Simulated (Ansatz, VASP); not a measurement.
## Ga: VASP beside Ansatz

```
Ga
1.0
     4.56637    0.00000    0.00000
    -2.28318    3.95459    0.00000
     0.00000    0.00000    2.93196
Ga
3
Direct
  0.00000 0.00000 0.00000
  0.33333 0.66667 0.50000
  0.66667 0.33333 0.50000
```

Alike in both runs: task single point; functional RPBE; k mesh 9 × 9 × 12; occupations fermi-dirac, width 0.1 eV; no spin polarisation.

```csv
,VASP,Ansatz
version,VASP 6.6.1,Ansatz 0.2.0
potentials or method,"VASP PAW PBE potentials, release 64 (Ga_d), cutoff 520 eV","plane waves (420 eV) with PAW, scalar-relativistic"
valence electrons in the cell,39,39
```

```csv
,VASP,Ansatz,Ansatz less VASP
pressure (GPa),7.7,7.4,-0.31
"traceless stress, the component that is largest in VASP (GPa)",-0.96,-0.91,+0.046
```

VASP's potentials were made for PBE, not for RPBE. With one functional, cell and mesh, what is left measures potentials, basis and numerics.
